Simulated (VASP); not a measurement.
HfB:

```xyz
2
Lattice="0.0000 2.5773 2.5773 2.5773 0.0000 2.5773 2.5773 2.5773 0.0000" Properties=species:S:1:pos:R:3 pbc="T T T"
Hf    3.8660    3.8660    3.8660
B     0.0000    0.0000    0.0000
```

| Item | Value |
| --- | --- |
| Program | VASP 6.6.1 |
| Task | relaxation of cell and atoms |
| Functional | r2SCAN |
| Potentials or basis | VASP PAW PBE potentials, release 64 (Hf_pv, B) |
| Cutoff | 600 eV |
| k mesh | 14 × 14 × 14 |
| Occupations | gaussian, width 0.1 eV |
| Spin | no spin polarisation |

At the start: pressure 4.9 GPa; volume 17.12 Å³/atom.

Problem. How do energy, volume and symmetry change on relaxing?

Solution. Over 3 steps the energy falls by 10.7 meV/atom and the volume is 17.85 Å³/atom (+4.3 %); space group F-43m (No. 216, to 0.05 Å).

The path:
| step | energy change (eV) | largest force (eV/Å) | pressure (GPa) | volume (Å³) |
| --- | --- | --- | --- | --- |
| 1 | 0.0000 | 0.0000 | 4.88 | 34.24 |
| 2 | -0.0084 | 0.0000 | -3.39 | 36.89 |
| 3 | -0.0215 | 0.0000 | 0.00 | 35.70 |

Final structure:
```cif
data_structure
_symmetry_space_group_name_H-M 'P 1'
_symmetry_Int_Tables_number 1
_cell_length_a 3.6959
_cell_length_b 3.6959
_cell_length_c 3.6959
_cell_angle_alpha 60.000
_cell_angle_beta 60.000
_cell_angle_gamma 60.000
_cell_volume 35.70
loop_
_atom_site_label
_atom_site_type_symbol
_atom_site_fract_x
_atom_site_fract_y
_atom_site_fract_z
_atom_site_occupancy
Hf1 Hf 0.75000 0.75000 0.75000 1
B1 B 0.00000 0.00000 0.00000 1
```

Caveat: the PAW data sets were made with another functional, which shifts forces and pressure a little.
